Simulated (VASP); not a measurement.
A run of VASP 6.6.1:

The input INCAR:

```
ALGO = Normal
EDIFF = 1E-8
ENCUT = 520
GGA = PS
IBRION = 8
ISIF = 2
ISMEAR = 0
LASPH = T
LCHARG = F
LEPSILON = T
LREAL = F
LWAVE = F
NELM = 80
NSW = 1
PREC = Accurate
SIGMA = 0.01
```

File KPOINTS:

```
k-points
0
Gamma
  6 6 6
```

POSCAR

```
GaP
1.0
    0.0000000000      2.7192244544      2.7192244544
    2.7192244544      0.0000000000      2.7192244544
    2.7192244544      2.7192244544      0.0000000000
Ga P
1 1
Direct
    0.0000000000      0.0000000000      0.0000000000
    0.2500000000      0.2500000000      0.2500000000
```

Potentials or basis: VASP PAW PBE potentials, release 64 (Ga_d, P).

Run with:

```console
$ cat potpaw_PBE.64/Ga_d/POTCAR potpaw_PBE.64/P/POTCAR > POTCAR
$ mpirun -np 1 vasp_std > vasp.out
```

Hardware: 1 thread of Intel(R) Xeon(R) Platinum 8559C (Emerald Rapids) (shared host).

Problem. Estimate the wall time of this run.

Solution. Wall time 3.6 min on 1 thread of Intel(R) Xeon(R) Platinum 8559C (Emerald Rapids), with other jobs on the host, peak memory 0.22 GiB. Counts: scf iterations 175, k points 16.
